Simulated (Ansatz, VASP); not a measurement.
# Na2N: VASP beside Ansatz

```xyz
3
Lattice="3.3240 0.0000 0.0000 -1.6620 2.8786 0.0000 0.0000 0.0000 5.8549" Properties=species:S:1:pos:R:3 pbc="T T T"
Na    0.0000    1.9191    1.4479
Na    1.6620    0.9595    4.4070
N     0.0000    0.0000    0.0000
```

Change from the starting cell: species swapped into the HfTe2 type (P-3m1, No. 164).

Alike in both runs: task single point; functional PBE; k mesh 6 × 6 × 4; occupations gaussian, width 0.1 eV; no spin polarisation.

```csv
,VASP,Ansatz
version,VASP 6.6.1,Ansatz 0.2.0
potentials or method,"VASP PAW PBE potentials, release 64 (Na_pv, N), cutoff 520 eV","scalar-relativistic, plane waves, PAW"
valence electrons in the cell,19,23
```

Ansatz gave:

```
gap on the k mesh at the Fermi level (eV)                     : none
pressure (GPa)                                                : 1.3
traceless stress, the component that is largest in VASP (GPa) : -4.74
rms of the force components (eV/Å)                            : 0.376
```

Question: Estimate VASP's values.

Answer: gap on the k mesh at the Fermi level (eV): none; pressure (GPa): 1.3; traceless stress, the component that is largest in VASP (GPa): -4.74; rms of the force components (eV/Å): 0.372.

Atom by atom the forces differ by 0.004 eV/Å (rms over components). A gap of «none» marks a metal or a gap that the smearing closes. VASP's potentials hold 19 valence electrons a cell and Ansatz's 23, so a difference there can come from the potentials and not from the codes.

The k mesh is coarse, so the values compare programs but aren't converged.
